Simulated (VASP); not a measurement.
A run of VASP 6.6.1 is set up as follows.

File INCAR:

```
PREC     = Accurate       # precision mode
ENCUT    = 520            # plane-wave cutoff, eV
EDIFF    = 1E-7           # SCF threshold, eV
ISMEAR   = -1             # smearing method
SIGMA    = 0.3            # smearing width, eV
LREAL    = False          # projectors in reciprocal space
LASPH    = True           # aspherical terms in the spheres
NELM     = 100            # most SCF steps
ALGO     = Normal         # electronic algorithm
ISIF     = 2              # what is computed and relaxed
LWAVE    = False          # write WAVECAR
LCHARG   = True           # write CHGCAR
GGA      = PE             # functional
LELF     = True           # ELF
LVHAR    = True         
NBANDS   = 13             # bands
```

File KPOINTS:

```
regular mesh
0
Gamma
  14 14 14
```

POSCAR

```
Mo
1.0
   -1.5813793950      1.5813793950      1.5813793950
    1.5813793950     -1.5813793950      1.5813793950
    1.5813793950      1.5813793950     -1.5813793950
Mo
1
Direct
    0.0000000000      0.0000000000      0.0000000000
```

Potentials or basis: VASP PAW PBE potentials, release 64 (Mo_sv).

The run is started by

```bash
$ cat potpaw_PBE.64/Mo_sv/POTCAR > POTCAR
$ mpirun -np 1 vasp_std > vasp.out
```

Problem. Estimate the pressure.

Solution. 1.0 GPa.

Problem. Predict the band gap on the k mesh.

Solution. Zero (band 7 reaches 16.34 eV, above the bottom of band 8 at 11.08 eV).
